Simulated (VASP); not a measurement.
Tl, 1 atom in the cell. Symmetry: Fm-3m, No. 225, cubic system. The conventional cell has a = 4.897 Å, b = 4.897 Å, c = 4.897 Å, α = 90.00°, β = 90.00°, γ = 90.00°. Within 4.6 Å of Tl (site symmetry m-3m) lie 12 Tl at 3.46 Å. 

```yaml
Program: VASP 6.6.1
Task: single point
Functional: PBE
Dispersion: D3(BJ)
Potentials_or_basis: VASP PAW PBE potentials, release 64 (Tl_d)
Cutoff: 520 eV
k_mesh: 14 × 14 × 14
Occupations: gaussian, width 0.1 eV
Spin: no spin polarisation
Dipole_correction: no
Further_INCAR_settings: ALGO = Fast; EDIFF = 1e-07; NBANDS = 12
```

Potentials or basis: VASP PAW PBE potentials, release 64 (Tl_d).

Launch:

```sh
$ cat potpaw_PBE.64/Tl_d/POTCAR > POTCAR
$ mpirun -np 1 vasp_std > vasp.out
```

Hardware: 1 thread of Intel(R) Xeon(R) Platinum 8175M CPU @ 2.50GHz (Skylake/Cascade Lake), with other jobs on the host.

Task: Estimate the wall time of this run.

Result: Wall time 44 s on 1 thread of Intel(R) Xeon(R) Platinum 8175M CPU @ 2.50GHz (Skylake/Cascade Lake), with other jobs on the host, peak memory 0.18 GiB. Counts: scf iterations 12, k points 104.
